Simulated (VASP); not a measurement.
# AlIn2AsP2 (an interface model) in VASP: single point with PBEsol

Aim: the single point of AlIn2AsP2 (an interface model) with PBEsol.

Program: VASP 6.6.1. These are calculated values, not measurements. Logs are shortened: lines on timing, memory, paths and dates and some standing lists are left out, and cuts for length are marked.

**1. The cell of the first run**

The cell holds layers of an interface, 6 atoms: a = 4.012 Å, b = 4.012 Å, c = 10.240 Å, α = 90.00°, β = 90.00°, γ = 120.00°.

**2. Single point, PBEsol, collinear spin**

INCAR

```
SYSTEM = AlIn2AsP2
PREC = Accurate
ENCUT = 400
EDIFF = 1E-6
ISMEAR = -1
SIGMA = 0.05
LREAL = .False.
LASPH = .True.
NELM = 200
ALGO = Normal
ISIF = 2
LWAVE = .False.
LCHARG = .False.
ISPIN = 2
MAGMOM = 0.167 0.167 0.167 0.167 0.167 0.167
LORBIT = 11
GGA = PS
NBANDS = 35
GGA_COMPAT = .False.
```

KPOINTS

```
Automatic mesh
0
Gamma
  4 4 2
  0 0 0
```

POSCAR

```
AlIn2AsP2
1.0
    2.8370490000     -2.8370490000      0.0000000000
    0.0000000000      2.8370490000     -2.8370490000
    5.9119950000      5.9119950000      5.9119950000
In P Al As
2 2 1 1
Direct
    0.9701270000      0.9777090000      0.0050970000
    0.3944160000      0.7261450000      0.3531880000
    0.0203630000      0.9915260000      0.2556420000
    0.3489270000      0.6792590000      0.5900740000
    0.7158580000      0.3729310000      0.6754240000
    0.6754830000      0.3677500000      0.9136060000
```

Potentials or basis: VASP PAW PBE potentials, release 64 (In_d, P, Al, As).

The run is started by

```bash
> cat potpaw_PBE.64/In_d/POTCAR potpaw_PBE.64/P/POTCAR potpaw_PBE.64/Al/POTCAR potpaw_PBE.64/As/POTCAR > POTCAR
> mpirun -np 1 vasp_std > vasp.out
```

OUTCAR:

```text
SYSTEM = AlIn2AsP2
   PREC = Accurate
   ENCUT = 400
   EDIFF = 1E-6
   ISMEAR = -1
   LREAL = .False.
   LASPH = .True.
   NELM = 200
   ISIF = 2
   ISPIN = 2
   LORBIT = 11
   GGA = PS

 ion  position               nearest neighbor table
   1  0.970  0.978  0.005-   6 2.32   6 2.56   3 2.57   6 2.63
   2  0.394  0.726  0.353-   3 2.40   4 2.43   3 2.45   3 2.74
   3  0.020  0.992  0.256-   2 2.40   2 2.45   1 2.57   2 2.74
   4  0.349  0.679  0.590-   5 2.37   2 2.43   5 2.50   5 2.57
   5  0.716  0.373  0.675-   4 2.37   6 2.44   4 2.50   4 2.57
   6  0.675  0.368  0.914-   1 2.32   5 2.44   1 2.56   1 2.63

  LATTYP: Found a hexagonal cell.
 ALAT       =     4.0121931729
 C/A-ratio  =     2.5521891077

  Lattice vectors:

 A1 = (   2.8370490000,  -2.8370490000,   0.0000000000)
 A2 = (   0.0000000000,   2.8370490000,  -2.8370490000)
 A3 = (   5.9119950000,   5.9119950000,   5.9119950000)

Analysis of symmetry for initial positions (statically):
=====================================================================
 Subroutine PRICEL returns:
 Original cell was already a primitive cell.

 Routine SETGRP: Setting up the symmetry group for a
 hexagonal supercell.

 Subroutine GETGRP returns: Found  1 space group operations
 (whereof  1 operations were pure point group operations)
 out of a pool of 24 trial point group operations.

The static configuration has the point symmetry C_1 .

Analysis of symmetry for dynamics (positions and initial velocities):
=====================================================================
 Subroutine PRICEL returns:
 Original cell was already a primitive cell.

 Routine SETGRP: Setting up the symmetry group for a
 hexagonal supercell.

 Subroutine GETGRP returns: Found  1 space group operations
 (whereof  1 operations were pure point group operations)
 out of a pool of 24 trial point group operations.

The dynamic configuration has the point symmetry C_1 .

Analysis of structural, dynamic, and magnetic symmetry:
=====================================================================
 Subroutine PRICEL returns:
 Original cell was already a primitive cell.

 Routine SETGRP: Setting up the symmetry group for a
 hexagonal supercell.

 Subroutine GETGRP returns: Found  1 space group operations
 (whereof  1 operations were pure point group operations)
 out of a pool of 24 trial point group operations.

The overall configuration has the point symmetry C_1 .

 Subroutine INISYM returns: Found  1 space group operations
 (whereof  1 operations are pure point group operations),
 and found     1 'primitive' translations

----------------------------------------------------------------------------------------

                                     Primitive cell

  volume of cell :     142.7542

  direct lattice vectors                    reciprocal lattice vectors
     2.837049000 -2.837049000  0.000000000     0.234985954 -0.117492977 -0.117492977
     0.000000000  2.837049000 -2.837049000     0.117492977  0.117492977 -0.234985954
     5.911995000  5.911995000  5.911995000     0.056382547  0.056382547  0.056382547

  length of vectors
     4.012193173  4.012193173 10.239875714     0.287797842  0.287797842  0.097657435

  position of ions in fractional coordinates (direct lattice)
     0.970127000  0.977709000  0.005097000
     0.394416000  0.726145000  0.353188000
     0.020363000  0.991526000  0.255642000
     0.348927000  0.679259000  0.590074000
     0.715858000  0.372931000  0.675424000
     0.675483000  0.367750000  0.913606000

  ion indices of the primitive-cell ions
   primitive index   ion index
                 1           1
                 2           2
                 3           3
                 4           4
                 5           5
                 6           6

[... 28 lines left out ...]
  0.000000  0.000000  0.000000      1.000000
  0.250000  0.000000  0.000000      2.000000
  0.000000  0.250000  0.000000      2.000000
 -0.250000  0.250000  0.000000      2.000000
  0.500000  0.000000  0.000000      1.000000
  0.000000  0.500000  0.000000      1.000000
[... 12 lines left out ...]
 -0.250000  0.500000  0.500000      2.000000
  0.500000  0.250000  0.500000      2.000000
   k-points           NKPTS =     20   k-points in BZ     NKDIM =     20   number of bands    NBANDS=     35
   number of dos      NEDOS =    301   number of ions     NIONS =      6
   total plane-waves  NPLWV =  54880
   dimension x,y,z NGX =    28 NGY =   28 NGZ =   70
   dimension x,y,z NGXF=    56 NGYF=   56 NGZF=  140
   ions per type =               2   2   1   1
   NGX,Y,Z   is equivalent  to a cutoff of  11.60, 11.60, 11.36 a.u.
   NGXF,Y,Z  is equivalent  to a cutoff of  23.20, 23.20, 22.73 a.u.
 SYSTEM =  AlIn2AsP2
   PREC   = accura    normal or accurate (medium, high low for compatibility)
   ISTART =      0    job   : 0-new  1-cont  2-samecut
   ICHARG =      2    charge: 1-file 2-atom 10-const
   ISPIN  =      2    spin polarized calculation?
   LNONCOLLINEAR =      F non collinear calculations
   LSORBIT =      F    spin-orbit coupling
   LASPH  =      T    aspherical Exc in radial PAW
   ENCUT  =  400.0 eV  29.40 Ry    5.42 a.u.   6.54  6.54 16.70*2*pi/ulx,y,z
   NELM   =    200;   NELMIN=  2; NELMDL= -5     # of ELM steps
   EDIFF  = 0.1E-05   stopping-criterion for ELM
   LREAL  =      F    real-space projection
   EDIFFG = 0.1E-04   stopping-criterion for IOM
   NSW    =      0    number of steps for IOM
   IBRION =     -1    ionic relax: 0-MD 1-quasi-New 2-CG
   NFREE  =      0    steps in history (QN), initial steepest desc. (CG)
   ISIF   =      2    stress and relaxation
   ISYM   =      2    0-nonsym 1-usesym 2-fastsym
   POTIM  = 0.5000    time-step for ionic-motion
   TEBEG  =    0.0;   TEEND  =   0.0 temperature during run
   PSTRESS=    0.0 pullay stress
   NELECT =      44.0000    total number of electrons
   NUPDOWN=      -1.0000    fix difference up-down
   EMIN   =  10.00;   EMAX   =-10.00  energy-range for DOS
   EFERMI =   0.00;   METHOD = LEGACY
   ISMEAR =    -1;   SIGMA  =   0.05  broadening in eV -4-tet -1-fermi 0-gaus
   EFERMI_NEDOS =   21; number of points for ismear=-14 and -15
   IALGO  =     38    algorithm
   IMIX   =      4    mixing-type and parameters
     AMIX     =   0.40;   BMIX     =  1.00
     AMIX_MAG =   1.60;   BMIX_MAG =  1.00
  volume/ion in A,a.u.               =      23.79       160.56
  Fermi-wavevector in a.u.,A,eV,Ry     =   1.105850  2.089753 16.638610  1.222903
  Thomas-Fermi vector in A             =   2.242342
   LORBIT       =     11    0 simple, 1 ext, 2 COOP (PROOUT), +10 PAW based schemes
   GGA     = PS    functional components
   LHFCALC =     F    Hartree Fock is set to
   AEXX    =    0.0000 exact exchange contribution
   IVDW    =     0    specifies the selected vdW correction
   LEPSILON=     F    determine dielectric tensor
   LRPA    =     F    only Hartree local field effects (RPA)
 spin polarized calculation
  energy-cutoff  :      400.00
  volume of cell :      142.75
 maximum number of plane-waves:      2650
 NGX is ok and might be reduce to    28
   NGX = 13   NGY = 13   NGZ = 33

 number of electron      44.0000005 magnetization      -0.0000972

 number of electron      44.0000005 magnetization       0.0000053

 Free energy of the ion-electron system (eV)
  ---------------------------------------------------
  ext. energy  EPLUGINS =         0.00000000
  ---------------------------------------------------
  free energy    TOTEN  =       -27.37715325 eV

  energy without entropy =      -27.37693479  energy(sigma->0) =      -27.37704402

 E-fermi :   5.7792     XC(G=0):  -9.4828

 val. band max:        5.5006660457   @ k =   0.0000   0.0000   0.0000
 cond. band min:       6.0450777324   @ k =   0.0000   0.0000   0.0000
 fundamental gap:      0.5444116867
 Fermi energy:         5.7792003744

 spin component 1

 k-point     1 :       0.0000    0.0000    0.0000
  band No.  band energies     occupation
      1      -9.5824      1.00000
      2      -9.3814      1.00000
      3      -9.3543      1.00000
      4      -9.2685      1.00000
      5      -9.2045      1.00000
      6      -9.2038      1.00000
[... 729 lines left out ...]
     33      11.9039      0.00000
     34      12.3185      0.00000
 Fermi energy:         5.7792003744

 spin component 2

 k-point     1 :       0.0000    0.0000    0.0000
  band No.  band energies     occupation
      1      -9.5824      1.00000
      2      -9.3814      1.00000
      3      -9.3543      1.00000
      4      -9.2686      1.00000
      5      -9.2045      1.00000
      6      -9.2038      1.00000
[... 729 lines left out ...]
     33      11.9039      0.00000
     34      12.3185      0.00000
 [bands above 34 left out]

------------------------ aborting loop because EDIFF is reached ----------------------------------------

  FORCE on cell =-STRESS in cart. coord.  units (eV):
  Direction    XX          YY          ZZ          XY          YZ          ZX
  --------------------------------------------------------------------------------------
  -------------------------------------------------------------------------------------
  Total        3.3111330      4.0976557      3.3307470     -0.1960911     -1.4434925     -2.1044677
  in kB       37.1619263     45.9893282     37.3820610     -2.2007943    -16.2007872    -23.6191278
  external PRESSURE =      40.1777718 kB  Pullay stress =       0.0000000 kB

 VOLUME and BASIS-vectors are now :
 -----------------------------------------------------------------------------
  energy-cutoff  :      400.00
  volume of cell :      142.75
      direct lattice vectors                 reciprocal lattice vectors
     2.837049000 -2.837049000  0.000000000     0.234985954 -0.117492977 -0.117492977
     0.000000000  2.837049000 -2.837049000     0.117492977  0.117492977 -0.234985954
     5.911995000  5.911995000  5.911995000     0.056382547  0.056382547  0.056382547

 POSITION                                       TOTAL-FORCE (eV/Angst)
 -----------------------------------------------------------------------------------
      2.78243      0.05164     -2.74367         2.186765      1.800274     -1.322653
      3.20702      3.02918      0.02794        -1.193065     -0.743805      0.635591
      1.56913      4.26659     -1.30165         0.493985      0.174057     -1.340852
      4.47844      4.42568      1.56142         1.570380      0.684089      0.448282
      6.02403      3.02020      2.93508        -1.085382     -0.128264      0.081488
      7.31761      4.52818      4.35791        -1.972682     -1.786350      1.498144
 -----------------------------------------------------------------------------------
    total drift:                               -0.000538      0.000757     -0.000480

  FREE ENERGIE OF THE ION-ELECTRON SYSTEM (eV)
  ---------------------------------------------------
  free  energy   TOTEN  =       -27.3771532485 eV

  energy  without entropy=      -27.3769347921  energy(sigma->0) =      -27.37704402

 total charge

# of ion       s       p       d       tot
------------------------------------------
    1        0.852   0.861   9.914  11.627
    2        0.839   0.841   9.911  11.590
    3        1.020   1.506   0.000   2.526
    4        1.012   1.519   0.000   2.531
    5        0.392   0.343   0.000   0.736
    6        1.203   1.701   0.031   2.935
--------------------------------------------------
tot          5.318   6.772  19.855  31.946

 magnetization (x)

# of ion       s       p       d       tot
------------------------------------------
    1        0.000  -0.000   0.000   0.000
    2        0.000  -0.000   0.000   0.000
    3       -0.000   0.000   0.000   0.000
    4        0.000   0.000   0.000   0.000
    5        0.000  -0.000   0.000  -0.000
    6        0.000   0.000  -0.000   0.000
--------------------------------------------------
tot          0.000   0.000   0.000   0.000
```

Wall time 89 s (1 thread of AMD EPYC 9R45 (Zen 5), shared host); peak memory 0.3 GiB.

What came out:

| Property | Result |
| --- | --- |
| Free energy | -27.3772 eV |
| Pressure | 4.0 GPa |
| Largest force | 3.126 eV/Å |
| Band gap on the k mesh | 0.54 eV |
| Net moment | 0.00 μB per cell |
| Valence electrons inside the program's atomic spheres | In 11.63, 11.59; P 2.53; Al 0.74; As 2.94 |

Forces on the atoms (eV/Å):
```
In   2.187  1.800 -1.323
In  -1.193 -0.744  0.636
P    0.494  0.174 -1.341
P    1.570  0.684  0.448
Al  -1.085 -0.128  0.081
As  -1.973 -1.786  1.498
```

Levels at points of the mesh, in eV from the valence-band top:
Spin up:
```csv
k point,band 20,band 21,band 22,band 23,band 24,band 25
"(0.00, 0.00, 0.00)",-0.79,-0.15,0.00,0.54,1.52,1.86
"(0.50, 0.00, 0.00)",-2.60,-1.89,-1.46,0.74,1.62,1.97
"(0.00, 0.50, 0.00)",-2.73,-1.91,-1.74,0.78,1.45,2.01
"(0.50, 0.50, 0.00)",-2.62,-1.90,-1.46,0.73,1.49,2.02
"(0.00, 0.00, 0.50)",-0.85,-0.23,-0.06,1.47,1.72,1.93
"(0.50, 0.00, 0.50)",-2.33,-1.68,-1.20,0.98,1.41,1.91
"(0.00, 0.50, 0.50)",-2.32,-1.72,-1.40,0.86,1.29,1.98
"(0.50, 0.50, 0.50)",-2.30,-1.69,-1.21,0.95,1.26,1.86
```
Spin down:
```tsv
k point	band 19	band 20	band 21	band 22	band 23	band 24	band 25	band 26
(0.00, 0.00, 0.00)	-0.96	-0.79	-0.15	0.00	0.54	1.52	1.86	3.32
(0.50, 0.00, 0.00)	-2.85	-2.60	-1.89	-1.46	0.74	1.62	1.97	2.38
(0.00, 0.50, 0.00)	-2.86	-2.73	-1.91	-1.74	0.78	1.45	2.01	2.38
(0.50, 0.50, 0.00)	-2.94	-2.62	-1.90	-1.46	0.73	1.49	2.02	2.28
(0.00, 0.00, 0.50)	-0.94	-0.85	-0.23	-0.06	1.47	1.72	1.93	3.42
(0.50, 0.00, 0.50)	-2.55	-2.33	-1.68	-1.20	0.98	1.41	1.91	2.38
(0.00, 0.50, 0.50)	-2.76	-2.32	-1.72	-1.40	0.86	1.29	1.98	2.47
(0.50, 0.50, 0.50)	-2.64	-2.30	-1.69	-1.21	0.95	1.26	1.86	2.53
```

Caveat: the k points lie up to 0.45 Å⁻¹ apart; the PAW data sets were made with another functional, which shifts forces and pressure a little; spin-orbit coupling is left out, which moves the levels of the heavy elements.
